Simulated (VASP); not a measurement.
# C (Fm-3m) in VASP: a series of runs

The runs below take C through single point, relaxation of cell and atoms, with LDA.

All numbers are computed with VASP 6.6.1; they aren't measurements. Logs are shortened: lines on timing, memory, paths and dates and some standing lists are left out, and cuts for length are marked.

### 1 The cell of the first run

The structure is cubic, space group Fm-3m (No. 225). Conventional cell: a = 2.906 Å, b = 2.906 Å, c = 2.906 Å, α = 90.00°, β = 90.00°, γ = 90.00°. C (site symmetry m-3m) has 12 C at 2.05 Å within 2.7 Å.

### 2 Single point, LDA

Contents of INCAR:

```
SYSTEM = C
PREC = Accurate ; ENCUT = 520
EDIFF = 1E-6 ; ISMEAR = -1
SIGMA = 0.1 ; LREAL = .FALSE.
LASPH = .TRUE. ; NELM = 80
ALGO = Normal ; ISIF = 2
LWAVE = .FALSE. ; LCHARG = .FALSE.
NBANDS = 8
```

Contents of KPOINTS:

```
regular mesh
0
G
  23 23 23
  0 0 0
```

Contents of POSCAR:

```
C
1.0
    0.0000000000      1.4528118388      1.4528118388
    1.4528118388      0.0000000000      1.4528118388
    1.4528118388      1.4528118388      0.0000000000
C
1
Direct
    0.0000000000      0.0000000000      0.0000000000
```

Potentials or basis: VASP PAW LDA potentials, release 64 (C).

The run is started by

```bash
$ cat potpaw_LDA.64/C/POTCAR > POTCAR
$ mpirun -np 1 vasp_std > vasp.out
```

OUTCAR:

```text
SYSTEM = C
   PREC = Accurate
   ENCUT = 520
   EDIFF = 1E-6
   ISMEAR = -1
   LREAL = .FALSE.
   LASPH = .TRUE.
   NELM = 80
   ISIF = 2

 ion  position               nearest neighbor table
   1  0.000  0.000  0.000-

  LATTYP: Found a face centered cubic cell.
 ALAT       =     2.9056236776

  Lattice vectors:

 A1 = (   0.0000000000,   1.4528118388,   1.4528118388)
 A2 = (   1.4528118388,   0.0000000000,   1.4528118388)
 A3 = (   1.4528118388,   1.4528118388,   0.0000000000)

Analysis of symmetry for initial positions (statically):
=====================================================================
 Subroutine PRICEL returns:
 Original cell was already a primitive cell.

 Routine SETGRP: Setting up the symmetry group for a
 face centered cubic supercell.

 Subroutine GETGRP returns: Found 48 space group operations
 (whereof 48 operations were pure point group operations)
 out of a pool of 48 trial point group operations.

The static configuration has the point symmetry O_h .

Analysis of symmetry for dynamics (positions and initial velocities):
=====================================================================
 Subroutine PRICEL returns:
 Original cell was already a primitive cell.

 Routine SETGRP: Setting up the symmetry group for a
 face centered cubic supercell.

 Subroutine GETGRP returns: Found 48 space group operations
 (whereof 48 operations were pure point group operations)
 out of a pool of 48 trial point group operations.

The dynamic configuration has the point symmetry O_h .

 Subroutine INISYM returns: Found 48 space group operations
 (whereof 48 operations are pure point group operations),
 and found     1 'primitive' translations

----------------------------------------------------------------------------------------

                                     Primitive cell

  volume of cell :       6.1328

  direct lattice vectors                    reciprocal lattice vectors
     0.000000000  1.452811839  1.452811839    -0.344160191  0.344160191  0.344160191
     1.452811839  0.000000000  1.452811839     0.344160191 -0.344160191  0.344160191
     1.452811839  1.452811839  0.000000000     0.344160191  0.344160191 -0.344160191

  length of vectors
     2.054586206  2.054586206  2.054586206     0.596102937  0.596102937  0.596102937

  position of ions in fractional coordinates (direct lattice)
     0.000000000  0.000000000  0.000000000

  ion indices of the primitive-cell ions
   primitive index   ion index
                 1           1

----------------------------------------------------------------------------------------

 KPOINTS: regular mesh

Automatic generation of k-mesh.
 Grid dimensions read from file:
 generate k-points for:   23   23   23

 Generating k-lattice:

  Cartesian coordinates                     Fractional coordinates (reciprocal lattice)
    -0.014963487  0.014963487  0.014963487     0.043478261  0.000000000  0.000000000
     0.014963487 -0.014963487  0.014963487     0.000000000  0.043478261  0.000000000
     0.014963487  0.014963487 -0.014963487     0.000000000  0.000000000  0.043478261

  Length of vectors
     0.025917519  0.025917519  0.025917519

  Shift w.r.t. Gamma in fractional coordinates (k-lattice)
     0.000000000  0.000000000  0.000000000

 Subroutine IBZKPT returns following result:
 ===========================================

 Found    364 irreducible k-points:

 Following reciprocal coordinates:
            Coordinates               Weight
  0.000000  0.000000  0.000000      1.000000
  0.043478  0.000000  0.000000      8.000000
  0.086957  0.000000  0.000000      8.000000
  0.130435  0.000000  0.000000      8.000000
  0.173913  0.000000  0.000000      8.000000
  0.217391  0.000000  0.000000      8.000000
[... 16 lines left out ...]
  0.478261  0.043478  0.000000     24.000000
 -0.478261  0.043478  0.000000     24.000000
 [... further k-points ...]
   k-points           NKPTS =    364   k-points in BZ     NKDIM =    364   number of bands    NBANDS=      8
   number of dos      NEDOS =    301   number of ions     NIONS =      1
   total plane-waves  NPLWV =   4096
   dimension x,y,z NGX =    16 NGY =   16 NGZ =   16
   dimension x,y,z NGXF=    32 NGYF=   32 NGZF=   32
   ions per type =               1
   NGX,Y,Z   is equivalent  to a cutoff of  12.95, 12.95, 12.95 a.u.
   NGXF,Y,Z  is equivalent  to a cutoff of  25.89, 25.89, 25.89 a.u.
 SYSTEM =  C
   PREC   = accura    normal or accurate (medium, high low for compatibility)
   ISTART =      0    job   : 0-new  1-cont  2-samecut
   ICHARG =      2    charge: 1-file 2-atom 10-const
   ISPIN  =      1    spin polarized calculation?
   LNONCOLLINEAR =      F non collinear calculations
   LSORBIT =      F    spin-orbit coupling
   LASPH  =      T    aspherical Exc in radial PAW
   ENCUT  =  520.0 eV  38.22 Ry    6.18 a.u.   3.82  3.82  3.82*2*pi/ulx,y,z
   NELM   =     80;   NELMIN=  2; NELMDL= -5     # of ELM steps
   EDIFF  = 0.1E-05   stopping-criterion for ELM
   LREAL  =      F    real-space projection
   EDIFFG = 0.1E-04   stopping-criterion for IOM
   NSW    =      0    number of steps for IOM
   IBRION =     -1    ionic relax: 0-MD 1-quasi-New 2-CG
   NFREE  =      0    steps in history (QN), initial steepest desc. (CG)
   ISIF   =      2    stress and relaxation
   ISYM   =      2    0-nonsym 1-usesym 2-fastsym
   POTIM  = 0.5000    time-step for ionic-motion
   TEBEG  =    0.0;   TEEND  =   0.0 temperature during run
   PSTRESS=    0.0 pullay stress
   NELECT =       4.0000    total number of electrons
   NUPDOWN=      -1.0000    fix difference up-down
   EMIN   =  10.00;   EMAX   =-10.00  energy-range for DOS
   EFERMI =   0.00;   METHOD = LEGACY
   ISMEAR =    -1;   SIGMA  =   0.10  broadening in eV -4-tet -1-fermi 0-gaus
   EFERMI_NEDOS =   21; number of points for ismear=-14 and -15
   IALGO  =     38    algorithm
   IMIX   =      4    mixing-type and parameters
     AMIX     =   0.40;   BMIX     =  1.00
     AMIX_MAG =   1.60;   BMIX_MAG =  1.00
  volume/ion in A,a.u.               =       6.13        41.39
  Fermi-wavevector in a.u.,A,eV,Ry     =   1.419740  2.682919 27.424739  2.015661
  Thomas-Fermi vector in A             =   2.540729
   LORBIT       =      0    0 simple, 1 ext, 2 COOP (PROOUT), +10 PAW based schemes
   GGA     = CA    functional components
   LHFCALC =     F    Hartree Fock is set to
   AEXX    =    0.0000 exact exchange contribution
   IVDW    =     0    specifies the selected vdW correction
   LEPSILON=     F    determine dielectric tensor
   LRPA    =     F    only Hartree local field effects (RPA)
 non-spin polarized calculation
  energy-cutoff  :      520.00
  volume of cell :        6.13
 maximum number of plane-waves:       173
   NGX =  7   NGY =  7   NGZ =  7

 number of electron       4.0000000 magnetization

 Free energy of the ion-electron system (eV)
  ---------------------------------------------------
  ext. energy  EPLUGINS =         0.00000000
  ---------------------------------------------------
  free energy    TOTEN  =        -5.47045901 eV

  energy without entropy =       -5.45950448  energy(sigma->0) =       -5.46498174

 E-fermi :  10.2271     XC(G=0): -13.6359

 val. band max:       10.2222348512   @ k =  -0.1739   0.3043   0.1304
 cond. band min:      10.2361728462   @ k =  -0.4783   0.3913   0.1304
 fundamental gap:      0.0139379950
 Fermi energy:        10.2270632884

 k-point     1 :       0.0000    0.0000    0.0000
  band No.  band energies     occupation
      1     -10.9182      2.00000
      2      19.4704      0.00000
      3      19.4704      0.00000
      4      19.4704      0.00000
      5      42.6463      0.00000
      6      42.6463      0.00000
      7      42.6463      0.00000
      8      46.6878      0.00000

 k-point     2 :       0.0435    0.0000    0.0000
  band No.  band energies     occupation
      1     -10.8340      2.00000
      2      19.2065      0.00000
      3      19.4209      0.00000
      4      19.4209      0.00000
      5      41.6929      0.00000
      6      42.7830      0.00000
      7      42.7830      0.00000
      8      46.5672      0.00000

 k-point     3 :       0.0870    0.0000    0.0000
  band No.  band energies     occupation
      1     -10.5815      2.00000
      2      18.4262      0.00000
      3      19.2795      0.00000
      4      19.2795      0.00000
      5      40.1599      0.00000
      6      43.1489      0.00000
      7      43.1489      0.00000
      8      46.2179      0.00000

 k-point     4 :       0.1304    0.0000    0.0000
  band No.  band energies     occupation
      1     -10.1612      2.00000
      2      17.1720      0.00000
      3      19.0648      0.00000
      4      19.0648      0.00000
      5      38.9074      0.00000
      6      43.5875      0.00000
      7      43.5875      0.00000
      8      45.6772      0.00000

 k-point     5 :       0.1739    0.0000    0.0000
  band No.  band energies     occupation
      1      -9.5735      2.00000
      2      15.5246      0.00000
      3      18.8025      0.00000
      4      18.8025      0.00000
      5      38.0740      0.00000
      6      43.7918      0.00000
      7      43.7918      0.00000
      8      45.0034      0.00000
[... 177 lines left out ...]
 k-point    22 :       0.4348    0.0435    0.0000
  band No.  band energies     occupation
      1      -3.0907      2.00000
      2       3.6464      2.00000
      3      17.2339      0.00000
      4      17.4341      0.00000
      5      37.8802      0.00000
      6      38.4655      0.00000
      7      40.5161      0.00000
      8      43.3432      0.00000

 k-point    23 :       0.4783    0.0435    0.0000
  band No.  band energies     occupation
      1      -1.4568      2.00000
      2       1.6670      2.00000
      3      17.2441      0.00000
      4      17.2571      0.00000
      5      37.8596      0.00000
      6      38.4310      0.00000
      7      40.1162      0.00000
      8      43.1572      0.00000

 k-point    24 :      -0.4783    0.0435    0.0000
  band No.  band energies     occupation
      1      -0.3796      2.00000
      2       0.5026      2.00000
      3      17.1374      0.00000
      4      17.3209      0.00000
      5      37.9239      0.00000
      6      38.4191      0.00000
      7      39.9351      0.00000
      8      43.1274      0.00000

 [... further k-points ...]

------------------------ aborting loop because EDIFF is reached ----------------------------------------

  FORCE on cell =-STRESS in cart. coord.  units (eV):
  Direction    XX          YY          ZZ          XY          YZ          ZX
  --------------------------------------------------------------------------------------
  -------------------------------------------------------------------------------------
  Total        0.9474211      0.9474211      0.9474211      0.0000000      0.0000000      0.0000000
  in kB      247.5115717    247.5115717    247.5115717      0.0000000      0.0000000      0.0000000
  external PRESSURE =     247.5115717 kB  Pullay stress =       0.0000000 kB

 VOLUME and BASIS-vectors are now :
 -----------------------------------------------------------------------------
  energy-cutoff  :      520.00
  volume of cell :        6.13
      direct lattice vectors                 reciprocal lattice vectors
     0.000000000  1.452811839  1.452811839    -0.344160191  0.344160191  0.344160191
     1.452811839  0.000000000  1.452811839     0.344160191 -0.344160191  0.344160191
     1.452811839  1.452811839  0.000000000     0.344160191  0.344160191 -0.344160191

 POSITION                                       TOTAL-FORCE (eV/Angst)
 -----------------------------------------------------------------------------------
      0.00000      0.00000      0.00000         0.000000      0.000000      0.000000
 -----------------------------------------------------------------------------------
    total drift:                                0.000000      0.000000      0.000000

  FREE ENERGIE OF THE ION-ELECTRON SYSTEM (eV)
  ---------------------------------------------------
  free  energy   TOTEN  =        -5.4704590073 eV

  energy  without entropy=       -5.4595044804  energy(sigma->0) =       -5.46498174
```

It took 2.9 s on 1 thread of Intel Xeon 6975P-C (Granite Rapids), shared host; peak memory 0.11 GiB.

What came out:

```
Free energy            : -5.4705 eV
Pressure               : 24.8 GPa
Band gap on the k mesh : zero (band 2 reaches 19.47 eV, above the bottom of band 3 at 6.70 eV)
```

[end of part 1 of 2]
